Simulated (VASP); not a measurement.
Set up this calculation in VASP 6.6.1, as the native input.

| Quantity | Value |
| --- | --- |
| Task | single point |
| Functional | LDA |
| Potentials or basis | VASP PAW LDA potentials, release 64 (Mg_sv, O) |
| Cutoff | 750 eV |
| k mesh | 10 × 10 × 10 |
| Occupations | gaussian, width 0.01 eV |
| Spin | no spin polarisation |
| Dipole correction | no |
| Further INCAR settings | ALGO = Normal; EDIFF = 1e-06; NBANDS = 15 |

The structure of MgO lies in POSCAR:

```
MgO
1.0
    0.0000000000      2.2820056617      2.2820056617
    2.2820056617      0.0000000000      2.2820056617
    2.2820056617      2.2820056617      0.0000000000
Mg O
1 1
Direct
    0.0000000000      0.0000000000      0.0000000000
    0.2500000000      0.2500000000      0.2500000000
```

These files were run (other wordings do the same):

INCAR

```
SYSTEM = MgO
ALGO = Normal
EDIFF = 1E-6
ENCUT = 750
GGA_COMPAT = .False.
ISIF = 2
ISMEAR = 0
LASPH = .True.
LCHARG = .False.
LREAL = .False.
LWAVE = .False.
NBANDS = 15
NELM = 120
PREC = Accurate
SIGMA = 0.01
```

KPOINTS

```
k-points
0
Gamma
  10 10 10
  0 0 0
```

Potentials or basis: VASP PAW LDA potentials, release 64 (Mg_sv, O).

Command:

```console
$ cat potpaw_LDA.64/Mg_sv/POTCAR potpaw_LDA.64/O/POTCAR > POTCAR
$ mpirun -np 1 vasp_std > vasp.out
```

Results of the run:

```yaml
Pressure: -3.7 GPa
Band_gap_on_the_k_mesh: 3.56 eV
```

Caveat: the cell stands under tension; the structure was generated, so it needn't be the stable form of MgO.

It took 16 s on 1 thread of Intel(R) Xeon(R) Platinum 8488C (Sapphire Rapids) (shared host), peak memory 0.15 GiB.
